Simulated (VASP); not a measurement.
# Sb (Pm-3m) in VASP: a series of runs

The runs below take Sb through single point, with PBE-based screened hybrid with 50 % exact exchange, r2SCAN0.

All numbers are computed with VASP 6.6.1; they aren't measurements. Logs are shortened: lines on timing, memory, paths and dates and some standing lists are left out, and cuts for length are marked.

### Step 1. The cell of the first run

It takes space group Pm-3m (No. 221, cubic). The conventional cell has a = 3.160 Å, b = 3.160 Å, c = 3.160 Å, α = 90.00°, β = 90.00°, γ = 90.00°. Sb (site symmetry m-3m) has 6 Sb at 3.16 Å within 4.2 Å.

This isn't the form of Sb at room conditions, which is rhombohedral.

### Step 2. Single point, PBE-based screened hybrid with 50 % exact exchange

The input, POSCAR:

```
Sb
1.0
    3.1600000000      0.0000000000      0.0000000000
    0.0000000000      3.1600000000      0.0000000000
    0.0000000000      0.0000000000      3.1600000000
Sb
1
Direct
    0.0000000000      0.0000000000      0.0000000000
```

The input, INCAR.step1:

```
SYSTEM = Sb
PREC = Accurate
ENCUT = 400
EDIFF = 1E-5
ISMEAR = -1
SIGMA = 0.05
LREAL = .False.
LASPH = .True.
NELM = 120
ALGO = Normal
ISIF = 2
LWAVE = .True.
LCHARG = .False.
GGA = PE
NBANDS = 14
GGA_COMPAT = .False.
```

The input, INCAR.step2:

```
SYSTEM = Sb
PREC = Accurate
ENCUT = 400
EDIFF = 1E-6
ISMEAR = -1
SIGMA = 0.05
LREAL = .False.
LASPH = .True.
NELM = 120
ALGO = Normal
ISIF = 2
LWAVE = .False.
LCHARG = .False.
GGA = PE
LHFCALC = .True.
AEXX = 0.5
HFSCREEN = 0.2
PRECFOCK = Normal
ISTART = 1
NBANDS = 14
GGA_COMPAT = .False.
```

The input, KPOINTS:

```
regular mesh
0
Gamma
  4 4 4
  0 0 0
```

Potentials or basis: VASP PAW PBE potentials, release 64 (Sb_d_GW).

Command:

```bash
> cat potpaw_PBE.64/Sb_d_GW/POTCAR > POTCAR
> cp INCAR.step1 INCAR
> mpirun -np 1 vasp_std > vasp.out
> cp INCAR.step2 INCAR
> mpirun -np 1 vasp_std > vasp.out
```

OUTCAR:

```text
SYSTEM = Sb
   PREC = Accurate
   ENCUT = 400
   EDIFF = 1E-6
   ISMEAR = -1
   LREAL = .False.
   LASPH = .True.
   NELM = 120
   ISIF = 2
   GGA = PE
   LHFCALC = .True.
   AEXX = 0.5
   HFSCREEN = 0.2
   PRECFOCK = Normal
   ISTART = 1

 ion  position               nearest neighbor table
   1  0.000  0.000  0.000-

  LATTYP: Found a simple cubic cell.
 ALAT       =     3.1600000000

  Lattice vectors:

 A1 = (   3.1600000000,   0.0000000000,   0.0000000000)
 A2 = (   0.0000000000,   3.1600000000,   0.0000000000)
 A3 = (   0.0000000000,   0.0000000000,   3.1600000000)

Analysis of symmetry for initial positions (statically):
=====================================================================
 Subroutine PRICEL returns:
 Original cell was already a primitive cell.

 Routine SETGRP: Setting up the symmetry group for a
 simple cubic supercell.

 Subroutine GETGRP returns: Found 48 space group operations
 (whereof 48 operations were pure point group operations)
 out of a pool of 48 trial point group operations.

The static configuration has the point symmetry O_h .

Analysis of symmetry for dynamics (positions and initial velocities):
=====================================================================
 Subroutine PRICEL returns:
 Original cell was already a primitive cell.

 Routine SETGRP: Setting up the symmetry group for a
 simple cubic supercell.

 Subroutine GETGRP returns: Found 48 space group operations
 (whereof 48 operations were pure point group operations)
 out of a pool of 48 trial point group operations.

The dynamic configuration has the point symmetry O_h .

 Subroutine INISYM returns: Found 48 space group operations
 (whereof 48 operations are pure point group operations),
 and found     1 'primitive' translations

----------------------------------------------------------------------------------------

                                     Primitive cell

  volume of cell :      31.5545

  direct lattice vectors                    reciprocal lattice vectors
     3.160000000  0.000000000  0.000000000     0.316455696  0.000000000  0.000000000
     0.000000000  3.160000000  0.000000000     0.000000000  0.316455696  0.000000000
     0.000000000  0.000000000  3.160000000     0.000000000  0.000000000  0.316455696

  length of vectors
     3.160000000  3.160000000  3.160000000     0.316455696  0.316455696  0.316455696

  position of ions in fractional coordinates (direct lattice)
     0.000000000  0.000000000  0.000000000

  ion indices of the primitive-cell ions
   primitive index   ion index
                 1           1

----------------------------------------------------------------------------------------

 KPOINTS: regular mesh

Automatic generation of k-mesh.
 Grid dimensions read from file:
 generate k-points for:    4    4    4

 Generating k-lattice:

  Cartesian coordinates                     Fractional coordinates (reciprocal lattice)
     0.079113924  0.000000000  0.000000000     0.250000000  0.000000000  0.000000000
     0.000000000  0.079113924  0.000000000     0.000000000  0.250000000  0.000000000
     0.000000000  0.000000000  0.079113924     0.000000000  0.000000000  0.250000000

  Length of vectors
     0.079113924  0.079113924  0.079113924

  Shift w.r.t. Gamma in fractional coordinates (k-lattice)
     0.000000000  0.000000000  0.000000000

 Subroutine IBZKPT returns following result:
 ===========================================

 Found     10 irreducible k-points:

 Following reciprocal coordinates:
            Coordinates               Weight
  0.000000  0.000000  0.000000      1.000000
  0.250000  0.000000  0.000000      6.000000
  0.500000  0.000000  0.000000      3.000000
  0.250000  0.250000  0.000000     12.000000
  0.500000  0.250000  0.000000     12.000000
  0.500000  0.500000  0.000000      3.000000
  0.250000  0.250000  0.250000      8.000000
  0.500000  0.250000  0.250000     12.000000
  0.500000  0.500000  0.250000      6.000000
  0.500000  0.500000  0.500000      1.000000
   k-points           NKPTS =     10   k-points in BZ     NKDIM =     64   number of bands    NBANDS=     14
   number of dos      NEDOS =    301   number of ions     NIONS =      1
   total plane-waves  NPLWV =  13824
   dimension x,y,z NGX =    24 NGY =   24 NGZ =   24
   dimension x,y,z NGXF=    48 NGYF=   48 NGZF=   48
   ions per type =               1
   NGX,Y,Z   is equivalent  to a cutoff of  12.63, 12.63, 12.63 a.u.
   NGXF,Y,Z  is equivalent  to a cutoff of  25.25, 25.25, 25.25 a.u.
 SYSTEM =  Sb
   PREC   = accura    normal or accurate (medium, high low for compatibility)
   ISTART =      1    job   : 0-new  1-cont  2-samecut
   ICHARG =      0    charge: 1-file 2-atom 10-const
   ISPIN  =      1    spin polarized calculation?
   LNONCOLLINEAR =      F non collinear calculations
   LSORBIT =      F    spin-orbit coupling
   LASPH  =      T    aspherical Exc in radial PAW
   ENCUT  =  400.0 eV  29.40 Ry    5.42 a.u.   5.15  5.15  5.15*2*pi/ulx,y,z
   NELM   =    120;   NELMIN=  2; NELMDL=  0     # of ELM steps
   EDIFF  = 0.1E-05   stopping-criterion for ELM
   LREAL  =      F    real-space projection
   EDIFFG = 0.1E-04   stopping-criterion for IOM
   NSW    =      0    number of steps for IOM
   IBRION =     -1    ionic relax: 0-MD 1-quasi-New 2-CG
   NFREE  =      0    steps in history (QN), initial steepest desc. (CG)
   ISIF   =      2    stress and relaxation
   ISYM   =      3    0-nonsym 1-usesym 2-fastsym
   POTIM  = 0.5000    time-step for ionic-motion
   TEBEG  =    0.0;   TEEND  =   0.0 temperature during run
   PSTRESS=    0.0 pullay stress
   NELECT =      15.0000    total number of electrons
   NUPDOWN=      -1.0000    fix difference up-down
   EMIN   =  10.00;   EMAX   =-10.00  energy-range for DOS
   EFERMI =   0.00;   METHOD = LEGACY
   ISMEAR =    -1;   SIGMA  =   0.05  broadening in eV -4-tet -1-fermi 0-gaus
   EFERMI_NEDOS =   21; number of points for ismear=-14 and -15
   IALGO  =     38    algorithm
   IMIX   =      1    mixing-type and parameters
     AMIX     =   0.40;   BMIX     =  1.00
     AMIX_MAG =   1.60;   BMIX_MAG =  1.00
  volume/ion in A,a.u.               =      31.55       212.94
  Fermi-wavevector in a.u.,A,eV,Ry     =   1.277668  2.414443 22.210649  1.632437
  Thomas-Fermi vector in A             =   2.410255
   LORBIT       =      0    0 simple, 1 ext, 2 COOP (PROOUT), +10 PAW based schemes
   GGA     = PE    functional components
   LHFCALC =     T    Hartree Fock is set to
   PRECFOCK=normal    Normal, Fast or Accurate (Low or Medium for compatibility)
   ENCUT4O =  -1.0   cutoff for four orbital integrals eV
   NKREDX  =     1    reduce k-point grid by
   NKREDY  =     1    reduce k-point grid by
   NKREDZ  =     1    reduce k-point grid by
   AEXX    =    0.5000 exact exchange contribution
   HFSCREEN=    0.2000 screening length (either q_TF or 0.3 A-1)
   HFSCREENC=   0.2000 screening length for correlation (either q_TF or 0.3 A-1)
   ENCUTFOCK=  -1.0 apply spherical cutoff to Coloumb kernel
   IVDW    =     0    specifies the selected vdW correction
   LEPSILON=     F    determine dielectric tensor
   LRPA    =     F    only Hartree local field effects (RPA)
 non-spin polarized calculation
  energy-cutoff  :      400.00
  volume of cell :       31.55
 maximum number of plane-waves:       587
 NGX is ok and might be reduce to    24
  NGX = 16; NGY = 16; NGZ = 16

 number of electron      14.9999992 magnetization

 Free energy of the ion-electron system (eV)
  ---------------------------------------------------
  ext. energy  EPLUGINS =         0.00000000
  ---------------------------------------------------
  free energy    TOTEN  =        -5.15915384 eV

  energy without entropy =       -5.15054092  energy(sigma->0) =       -5.15484738

 E-fermi :   4.6188     XC(G=0):  -6.4738

 val. band max:        3.6202548239   @ k =   0.2500   0.2500   0.2500
 cond. band min:       4.6998592052   @ k =   0.5000   0.2500   0.0000
 fundamental gap:      1.0796043812
 Fermi energy:         4.6188116816

 k-point     1 :       0.0000    0.0000    0.0000
  band No.  band energies     occupation
      1     -30.0220      2.00000
      2     -30.0220      2.00000
      3     -29.8418      2.00000
      4     -29.8418      2.00000
      5     -29.8418      2.00000
      6     -10.4893      2.00000
      7       8.3030      0.00000
      8       8.3030      0.00000
      9       8.3030      0.00000
     10      12.3045      0.00000
     11      12.3045      0.00000
     12      13.4908      0.00000
     13      25.0749      0.00000
     14      25.0749      0.00000

 k-point     2 :       0.2500    0.0000    0.0000
  band No.  band energies     occupation
      1     -30.0179      2.00000
      2     -29.9492      2.00000
      3     -29.8641      2.00000
      4     -29.8641      2.00000
      5     -29.8390      2.00000
      6      -9.4634      2.00000
      7       1.8965      2.00000
      8       9.2632      0.00000
      9       9.2632      0.00000
     10      13.1770      0.00000
     11      13.9845      0.00000
     12      19.7640      0.00000
     13      20.7157      0.00000
     14      20.7542      0.00000

 k-point     3 :       0.5000    0.0000    0.0000
  band No.  band energies     occupation
      1     -30.0143      2.00000
      2     -29.8872      2.00000
      3     -29.8872      2.00000
      4     -29.8768      2.00000
      5     -29.8369      2.00000
      6      -7.6682      2.00000
      7      -2.4095      2.00000
      8      10.6480      0.00000
      9      10.6480      0.00000
     10      14.9536      0.00000
     11      16.1919      0.00000
     12      17.2911      0.00000
     13      17.3215      0.00000
     14      17.7458      0.00000
[... 86 lines left out ...]
 k-point     9 :       0.5000    0.5000    0.2500
  band No.  band energies     occupation
      1     -29.9367      2.00000
      2     -29.9073      2.00000
      3     -29.9073      2.00000
      4     -29.8669      2.00000
      5     -29.7915      2.00000
      6      -3.3374      2.00000
      7       1.0292      2.00000
      8       1.0292      2.00000
      9       7.3391      0.00000
     10       8.2435      0.00000
     11      13.3369      0.00000
     12      13.3369      0.00000
     13      16.2670      0.00000
     14      26.0486      0.00000

 k-point    10 :       0.5000    0.5000    0.5000
  band No.  band energies     occupation
      1     -29.9330      2.00000
      2     -29.9330      2.00000
      3     -29.9330      2.00000
      4     -29.7886      2.00000
      5     -29.7886      2.00000
      6      -0.8895      2.00000
      7       2.3534      2.00000
      8       2.3534      2.00000
      9       2.3534      2.00000
     10      10.2036      0.00000
     11      10.2036      0.00000
     12      10.2036      0.00000
     13      12.5036      0.00000
     14      31.0188      0.00000

------------------------ aborting loop because EDIFF is reached ----------------------------------------

  FORCE on cell =-STRESS in cart. coord.  units (eV):
  Direction    XX          YY          ZZ          XY          YZ          ZX
  --------------------------------------------------------------------------------------
  -------------------------------------------------------------------------------------
  Total       -1.6238025     -1.6238025     -1.6238025     -0.0000000      0.0000000      0.0000000
  in kB      -82.4484597    -82.4484597    -82.4484597     -0.0000000      0.0000000      0.0000000
  external PRESSURE =     -82.4484597 kB  Pullay stress =       0.0000000 kB

 VOLUME and BASIS-vectors are now :
 -----------------------------------------------------------------------------
  energy-cutoff  :      400.00
  volume of cell :       31.55
      direct lattice vectors                 reciprocal lattice vectors
     3.160000000  0.000000000  0.000000000     0.316455696  0.000000000  0.000000000
     0.000000000  3.160000000  0.000000000     0.000000000  0.316455696  0.000000000
     0.000000000  0.000000000  3.160000000     0.000000000  0.000000000  0.316455696

 POSITION                                       TOTAL-FORCE (eV/Angst)
 -----------------------------------------------------------------------------------
      0.00000      0.00000      0.00000         0.000000      0.000000      0.000000
 -----------------------------------------------------------------------------------
    total drift:                               -0.000002     -0.000000     -0.000002

  FREE ENERGIE OF THE ION-ELECTRON SYSTEM (eV)
  ---------------------------------------------------
  free  energy   TOTEN  =        -5.1591538448 eV

  energy  without entropy=       -5.1505409244  energy(sigma->0) =       -5.15484738
```

Wall time 2.3 min (1 thread of Intel Xeon Platinum 8375C at 2.90GHz (Ice Lake), shared host); peak memory 0.24 GiB.

What came out:

| Property | Result |
| --- | --- |
| Free energy | -5.1592 eV |
| Pressure | -8.2 GPa |
| Band gap on the k mesh | zero (an odd number of electrons rules out a gap without spin polarisation) |

Caveat: the k points lie up to 0.50 Å⁻¹ apart, too coarse for converged energies and pressures of a metal; the PAW data sets were made with another functional, which shifts forces and pressure a little; spin-orbit coupling is left out, which moves the levels of the heavy elements; an odd number of electrons without spin polarisation forces a metal; a magnetic or distorted state may lie lower.

### Step 3. Single point, r2SCAN0

This run uses another cell than the first one, of 29.66 Å³/atom.

The input, POSCAR:

```
Sb
1.0
    3.0954921035      0.0000000000      0.0000000000
    0.0000000000      3.0954921035      0.0000000000
    0.0000000000      0.0000000000      3.0954921035
Sb
1
Direct
    0.0000000000      0.0000000000      0.0000000000
```

The input, INCAR.step1:

```
PREC = Accurate
ENCUT = 440
EDIFF = 1E-5
ISMEAR = -1
SIGMA = 0.05
LREAL = False
LASPH = True
NELM = 120
ALGO = Normal
ISIF = 2
LWAVE = True
LCHARG = False
NBANDS = 14
GGA = PE
GGA_COMPAT = False
```

The input, INCAR.step2:

```
PREC = Accurate
ENCUT = 440
EDIFF = 1E-6
ISMEAR = -1
SIGMA = 0.05
LREAL = False
LASPH = True
NELM = 120
ALGO = Normal
ISIF = 2
LWAVE = False
LCHARG = False
METAGGA = R2SCAN
LHFCALC = True
AEXX = 0.25
LMIXTAU = True
PRECFOCK = Normal
NBANDS = 14
ISTART = 1
GGA_COMPAT = False
```

The input, KPOINTS:

```
regular mesh
0
Gamma
  4 4 4
```

Potentials or basis: VASP PAW PBE potentials, release 64 (Sb_d_GW).

Command:

```bash
> cat potpaw_PBE.64/Sb_d_GW/POTCAR > POTCAR
> cp INCAR.step1 INCAR
> mpirun -np 1 vasp_std > vasp.out
> cp INCAR.step2 INCAR
> mpirun -np 1 vasp_std > vasp.out
```

It took 61 s on 1 thread of Intel Xeon 6975P-C (Granite Rapids), shared host; peak memory 0.15 GiB.

Results (log left out):

| Property | Result |
| --- | --- |
| Free energy | -21.2824 eV |
| Pressure | -3.4 GPa |
| Band gap on the k mesh | zero (an odd number of electrons rules out a gap without spin polarisation) |

Levels at points of the mesh, in eV from the Fermi level:
```tsv
k point	band 5	band 6	band 7	band 8	band 9	band 10
(0.00, 0.00, 0.00)	-33.05	-15.18	3.71	3.71	3.71	7.79
(0.50, 0.00, 0.00)	-33.05	-12.32	-7.49	6.11	6.11	10.43
(0.50, 0.50, 0.00)	-32.99	-9.12	-5.06	-5.06	2.59	8.51
(0.50, 0.50, 0.50)	-32.98	-5.48	-2.82	-2.82	-2.82	5.50
```

Caveat: the k points lie up to 0.51 Å⁻¹ apart, too coarse for converged energies and pressures of a metal; the PAW data sets were made with another functional, which shifts forces and pressure a little; spin-orbit coupling is left out, which moves the levels of the heavy elements; an odd number of electrons without spin polarisation forces a metal; a magnetic or distorted state may lie lower.

The gap in the log of VASP goes by the Fermi energy; the results here count the filled bands.